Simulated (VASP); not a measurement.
A run of VASP 6.6.1 is set up as follows.

INCAR

```
PREC = Accurate
ENCUT = 520
EDIFF = 1E-6
ISMEAR = 0
SIGMA = 0.02
LREAL = F
LASPH = T
NELM = 80
ALGO = Normal
ISIF = 2
LWAVE = F
LCHARG = T
GGA = PE
LELF = T
LVHAR = T
NBANDS = 16
```

Contents of KPOINTS:

```
Automatic mesh
0
Gamma
  8 8 8
```

POSCAR

```
ZnSe
1.0
    0.0000000000      2.9451683400      2.9451683400
    2.9451683400      0.0000000000      2.9451683400
    2.9451683400      2.9451683400      0.0000000000
Zn Se
1 1
Direct
    0.0000000000      0.0000000000      0.0000000000
    0.7500000000      0.7500000000      0.7500000000
```

Potentials or basis: VASP PAW PBE potentials, release 64 (Zn, Se).

Launch:

```sh
$ cat potpaw_PBE.64/Zn/POTCAR potpaw_PBE.64/Se/POTCAR > POTCAR
$ mpirun -np 1 vasp_std > vasp.out
```

(1) Predict the pressure.

(2) Predict the band gap on the k mesh.

## Answers

(1) -3.7 GPa.

(2) 0.85 eV, direct.

Caveat: the cell differs from its parent crystal (functional PBE, strained).
